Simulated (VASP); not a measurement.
Wanted: the native input for a VASP 6.6.1 run.

- Task: single point
- Functional: PBE
- Potentials or basis: VASP PAW PBE potentials, release 64 (S)
- Cutoff: 520 eV
- k mesh: 19 × 19 × 10
- Occupations: fermi-dirac, width 0.08 eV
- Spin: no spin polarisation
- Dipole correction: no
- Further INCAR settings: ALGO = Normal; EDIFF = 1e-06; NBANDS = 13

The structure of S lies in POSCAR:

```
S
1.0
    2.3992032687      0.0000000000      0.0000000000
   -1.1996016344      2.0777709796      0.0000000000
    0.0000000000      0.0000000000      3.2876139105
S
2
Direct
    0.3333333333      0.6666666667      0.2500000000
    0.6666666667      0.3333333333      0.7500000000
```

The input as run:

INCAR

```
ALGO = Normal
EDIFF = 1E-6
ENCUT = 520
GGA = PE
ISIF = 2
ISMEAR = -1
LASPH = T
LCHARG = F
LREAL = F
LWAVE = F
NBANDS = 13
NELM = 60
PREC = Accurate
SIGMA = 0.08
```

KPOINTS

```
k-points
0
Gamma
  19 19 10
```

Potentials or basis: VASP PAW PBE potentials, release 64 (S).

Command:

```sh
$ cat potpaw_PBE.64/S/POTCAR > POTCAR
$ mpirun -np 1 vasp_std > vasp.out
```

It gave:

| Property | Result |
| --- | --- |
| Pressure | 196.8 GPa |
| Band gap on the k mesh | zero (band 6 reaches 24.91 eV, above the bottom of band 7 at 15.39 eV) |

Wall time 17 s on 1 thread of AMD EPYC 9R45 96-Core Processor (Zen 5) (shared host), peak memory 0.11 GiB.
